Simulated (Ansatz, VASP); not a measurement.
**Bi in VASP and in Ansatz**

```
CELL_PARAMETERS angstrom
2.29246 1.32355 4.04675
-2.29246 1.32355 4.04675
0.00000 -2.64710 4.04675
ATOMIC_POSITIONS crystal
Bi 0.23371 0.23371 0.23371
Bi 0.76629 0.76629 0.76629
```

Alike in both runs: task single point; functional PBE; k mesh 8 × 8 × 8; occupations gaussian, width 0.01 eV; no spin polarisation.

|  | VASP | Ansatz |
| --- | --- | --- |
| version | VASP 6.6.1 | Ansatz 0.2.0 |
| potentials or method | VASP PAW PBE potentials, release 64 (Bi_d), cutoff 520 eV | plane waves (420 eV) with PAW, scalar-relativistic |
| valence electrons in the cell | 30 | 30 |

```csv
,VASP,Ansatz,Ansatz less VASP
pressure (GPa),0.0,0.0,+0.03
```

Neither program's run includes spin-orbit coupling.
